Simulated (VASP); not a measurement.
Here is a VASP 6.6.1 calculation.

Contents of INCAR:

```
  PREC = Accurate
  ENCUT = 600
  EDIFF = 1E-7
  ISMEAR = 0
  SIGMA = 0.2
  LREAL = False
  LASPH = True
  NELM = 100
  ALGO = Normal
  ISIF = 3
  LWAVE = False
  LCHARG = False
  GGA = PE
  IBRION = 2
  NSW = 80
  EDIFFG = -0.025
```

KPOINTS

```
regular mesh
0
Gamma
  4 4 4
```

The input POSCAR:

```
Hf4O3
1.0
   -0.0524974836      0.0835494961      4.8573535439
    4.9500966338     -0.0626555227     -0.0545729262
   -0.0626555227      5.0333904417      0.0868525533
Hf O
4 3
Direct
    0.7554586384      0.7689720401      0.7538073267
    0.7420217196      0.2354809269      0.2586470235
    0.2466976173      0.7346217027      0.2364675060
    0.2540006419      0.2467801344      0.7616548945
    0.4971815395      0.5067101474     -0.0219198480
    0.5074567483      0.0063727147      0.5137353563
    0.4971830950      0.5010623338      0.4976077410
```

Potentials or basis: VASP PAW PBE potentials, release 64 (Hf_pv, O).

Run with:

```bash
$ cat potpaw_PBE.64/Hf_pv/POTCAR potpaw_PBE.64/O/POTCAR > POTCAR
$ mpirun -np 1 vasp_std > vasp.out
```

Problem. Estimate the space group after relaxing (to 0.1 Å).

Solution. P-42m (No. 111).

Problem. What does it give for the relaxed cell?

Solution. a = 4.769 Å, b = 4.951 Å, c = 4.951 Å, α = 89.98°, β = 90.00°, γ = 89.95°.

Problem. What does it give for the band gap on the k mesh?

Solution. Zero (bands 29 and 30 overlap by 0.66 eV).

Problem. What does it give for the relaxed volume?

Solution. 16.70 Å³/atom.

Forces in eV/Å, atoms in the order of the input:
```
Hf   0.003  0.000 -0.012
Hf  -0.001  0.012 -0.005
Hf  -0.002 -0.004  0.000
Hf   0.007 -0.009  0.009
O   -0.004  0.000  0.003
O    0.006 -0.007  0.007
O   -0.010  0.007 -0.002
```

Caveat: spin-orbit coupling is left out, which moves the levels of the heavy elements.
